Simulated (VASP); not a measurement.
# MgO (P1) in VASP: single point with PBE

Aim: the single point of MgO with PBE.

All numbers are computed with VASP 6.6.1; they aren't measurements. Logs are shortened: lines on timing, memory, paths and dates and some standing lists are left out, and cuts for length are marked.

### 1 The cell of the first run

The typed cell holds 8 atoms: a = 4.210 Å, b = 4.210 Å, c = 4.210 Å, α = 90.00°, β = 90.00°, γ = 90.00°.

### 2 Single point, PBE

INCAR

```
  PREC = Accurate
  ENCUT = 600
  EDIFF = 1E-6
  ISMEAR = 0
  SIGMA = 0.01
  LREAL = False
  LASPH = True
  NELM = 120
  ALGO = Normal
  ISIF = 2
  LWAVE = False
  LCHARG = False
  GGA = PE
  NBANDS = 26
  ISYM = 0
  GGA_COMPAT = False
```

KPOINTS

```
Automatic mesh
0
Gamma
  1 1 1
  0.5 0.5 0.5
```

POSCAR

```
MgO
1.0
    4.2100000000      0.0000000000      0.0000000000
    0.0000000000      4.2100000000      0.0000000000
    0.0000000000      0.0000000000      4.2100000000
O Mg
4 4
Direct
    0.5095011900      0.0057007100      0.0042755300
    0.5000000000      0.5000000000      0.5000000000
    0.0000000000      0.0000000000      0.5000000000
    0.0000000000      0.5000000000      0.0000000000
    0.0000000000      0.0000000000      0.0000000000
    0.0000000000      0.5000000000      0.5000000000
    0.5000000000      0.0000000000      0.5000000000
    0.5000000000      0.5000000000      0.0000000000
```

Potentials or basis: VASP PAW PBE potentials, release 64 (O, Mg).

On the command line:

```console
$ cat potpaw_PBE.64/O/POTCAR potpaw_PBE.64/Mg/POTCAR > POTCAR
$ mpirun -np 1 vasp_std > vasp.out
```

OUTCAR:

```text
PREC = Accurate
   ENCUT = 600
   EDIFF = 1E-6
   ISMEAR = 0
   LREAL = False
   LASPH = True
   NELM = 120
   ISIF = 2
   GGA = PE
   ISYM = 0

 ion  position               nearest neighbor table
   1  0.510  0.006  0.004-   5 2.07   8 2.08   7 2.09   7 2.12   8 2.13   5 2.15
   2  0.500  0.500  0.500-   6 2.10   7 2.10   8 2.10   8 2.10   7 2.10   6 2.10
   3  0.000  0.000  0.500-   5 2.10   6 2.10   7 2.10   5 2.10   6 2.10   7 2.10
   4  0.000  0.500  0.000-   5 2.10   6 2.10   8 2.10   6 2.10   5 2.10   8 2.10
   5  0.000  0.000  0.000-   1 2.07   3 2.10   4 2.10   3 2.10   4 2.10   1 2.15   8 2.98   6 2.98
                             6 2.98   7 2.98   7 2.98   6 2.98   8 2.98   6 2.98   7 2.98   8 2.98
   6  0.000  0.500  0.500-   2 2.10   3 2.10   4 2.10   4 2.10   3 2.10   2 2.10   5 2.98   5 2.98
                             8 2.98   7 2.98   5 2.98   7 2.98   5 2.98   8 2.98   7 2.98   8 2.98
   7  0.500  0.000  0.500-   1 2.09   2 2.10   3 2.10   2 2.10   3 2.10   1 2.12   8 2.98   5 2.98
                             8 2.98   5 2.98   6 2.98   8 2.98   8 2.98   6 2.98   5 2.98   6 2.98
   8  0.500  0.500  0.000-   1 2.08   2 2.10   4 2.10   2 2.10   4 2.10   1 2.13   7 2.98   5 2.98
                             6 2.98   7 2.98   5 2.98   7 2.98   7 2.98   6 2.98   5 2.98   6 2.98

IMPORTANT INFORMATION: All symmetrisations will be switched off!
NOSYMM: (Re-)initialisation of all symmetry stuff for point group C_1.

----------------------------------------------------------------------------------------

                                     Primitive cell

  volume of cell :      74.6185

  direct lattice vectors                    reciprocal lattice vectors
     4.210000000  0.000000000  0.000000000     0.237529691  0.000000000  0.000000000
     0.000000000  4.210000000  0.000000000     0.000000000  0.237529691  0.000000000
     0.000000000  0.000000000  4.210000000     0.000000000  0.000000000  0.237529691

  length of vectors
     4.210000000  4.210000000  4.210000000     0.237529691  0.237529691  0.237529691

  position of ions in fractional coordinates (direct lattice)
     0.509501190  0.005700710  0.004275530
     0.500000000  0.500000000  0.500000000
     0.000000000  0.000000000  0.500000000
     0.000000000  0.500000000  0.000000000
     0.000000000  0.000000000  0.000000000
     0.000000000  0.500000000  0.500000000
     0.500000000  0.000000000  0.500000000
     0.500000000  0.500000000  0.000000000

  ion indices of the primitive-cell ions
   primitive index   ion index
                 1           1
                 2           2
[... 60 lines left out ...]
   ISIF   =      2    stress and relaxation
   ISYM   =      0    0-nonsym 1-usesym 2-fastsym
   POTIM  = 0.5000    time-step for ionic-motion
   TEBEG  =    0.0;   TEEND  =   0.0 temperature during run
   PSTRESS=    0.0 pullay stress
   NELECT =      32.0000    total number of electrons
   NUPDOWN=      -1.0000    fix difference up-down
   EMIN   =  10.00;   EMAX   =-10.00  energy-range for DOS
   EFERMI =   0.00;   METHOD = LEGACY
   ISMEAR =     0;   SIGMA  =   0.01  broadening in eV -4-tet -1-fermi 0-gaus
   EFERMI_NEDOS =   21; number of points for ismear=-14 and -15
   IALGO  =     38    algorithm
   IMIX   =      4    mixing-type and parameters
     AMIX     =   0.40;   BMIX     =  1.00
     AMIX_MAG =   1.60;   BMIX_MAG =  1.00
  volume/ion in A,a.u.               =       9.33        62.94
  Fermi-wavevector in a.u.,A,eV,Ry     =   1.234552  2.332965 20.736894  1.524119
  Thomas-Fermi vector in A             =   2.369237
   LORBIT       =      0    0 simple, 1 ext, 2 COOP (PROOUT), +10 PAW based schemes
   GGA     = PE    functional components
   LHFCALC =     F    Hartree Fock is set to
   AEXX    =    0.0000 exact exchange contribution
   IVDW    =     0    specifies the selected vdW correction
   LEPSILON=     F    determine dielectric tensor
   LRPA    =     F    only Hartree local field effects (RPA)
 non-spin polarized calculation
 Gauss-broadening in eV      SIGMA  =   0.01
  energy-cutoff  :      600.00
  volume of cell :       74.62
 maximum number of plane-waves:      2440
 NGX is ok and might be reduce to    32
   NGX = 17   NGY = 17   NGZ = 17

 number of electron      32.0000015 magnetization

 Free energy of the ion-electron system (eV)
  ---------------------------------------------------
  ext. energy  EPLUGINS =         0.00000000
  ---------------------------------------------------
  free energy    TOTEN  =       -47.02742131 eV

  energy without entropy =      -47.02742131  energy(sigma->0) =      -47.02742131

 E-fermi :   3.0018     XC(G=0): -10.9941

 val. band max:        2.8986062587   @ k =   0.5000   0.5000   0.5000
 cond. band min:      11.2267101853   @ k =   0.5000   0.5000   0.5000
 fundamental gap:      8.3281039266
 Fermi energy:         3.0018312057

 k-point     1 :       0.5000    0.5000    0.5000
  band No.  band energies     occupation
      1     -12.4221      2.00000
      2     -12.4213      2.00000
      3     -12.4200      2.00000
      4     -12.4190      2.00000
      5      -1.1999      2.00000
      6      -1.1994      2.00000
[... 18 lines left out ...]
     25      19.5378      0.00000
     26      19.5390      0.00000

------------------------ aborting loop because EDIFF is reached ----------------------------------------

  FORCE on cell =-STRESS in cart. coord.  units (eV):
  Direction    XX          YY          ZZ          XY          YZ          ZX
  --------------------------------------------------------------------------------------
  -------------------------------------------------------------------------------------
  Total       -0.2724597     -0.3020328     -0.3092551      0.0009004      0.0004068      0.0006897
  in kB       -5.8501447     -6.4851250     -6.6402008      0.0193330      0.0087344      0.0148100
  external PRESSURE =      -6.3251568 kB  Pullay stress =       0.0000000 kB

 VOLUME and BASIS-vectors are now :
 -----------------------------------------------------------------------------
  energy-cutoff  :      600.00
  volume of cell :       74.62
      direct lattice vectors                 reciprocal lattice vectors
     4.210000000  0.000000000  0.000000000     0.237529691  0.000000000  0.000000000
     0.000000000  4.210000000  0.000000000     0.000000000  0.237529691  0.000000000
     0.000000000  0.000000000  4.210000000     0.000000000  0.000000000  0.237529691

 POSITION                                       TOTAL-FORCE (eV/Angst)
 -----------------------------------------------------------------------------------
      2.14500      0.02400      0.01800        -0.428999     -0.256453     -0.192225
      2.10500      2.10500      2.10500        -0.101644      0.076662      0.057558
      0.00000      0.00000      2.10500         0.127712     -0.061041      0.057654
      0.00000      2.10500      0.00000         0.127794      0.076880     -0.045776
      0.00000      0.00000      0.00000         0.058285      0.065014      0.048775
      0.00000      2.10500      2.10500        -0.000344     -0.000170     -0.000113
      2.10500      0.00000      2.10500         0.108629      0.065201      0.025241
      2.10500      2.10500      0.00000         0.108567      0.033906      0.048886
 -----------------------------------------------------------------------------------
    total drift:                               -0.000198     -0.000365     -0.000387

  FREE ENERGIE OF THE ION-ELECTRON SYSTEM (eV)
  ---------------------------------------------------
  free  energy   TOTEN  =       -47.0274213145 eV

  energy  without entropy=      -47.0274213145  energy(sigma->0) =      -47.02742131
```

Wall time 9.3 s (1 thread of Intel Xeon 6975P-C, shared host); peak memory 0.19 GiB.

Results:

| Quantity | Value |
| --- | --- |
| Free energy | -47.0274 eV |
| Pressure | -0.6 GPa |
| Largest force | 0.535 eV/Å |
| Band gap on the k mesh | 8.33 eV |

Forces on the atoms (eV/Å):
```
O   -0.429 -0.256 -0.192
O   -0.102  0.077  0.058
O    0.128 -0.061  0.058
O    0.128  0.077 -0.046
Mg   0.058  0.065  0.049
Mg   0.000  0.000  0.000
Mg   0.109  0.065  0.025
Mg   0.109  0.034  0.049
```

Caveat: the k points lie up to 1.49 Å⁻¹ apart.
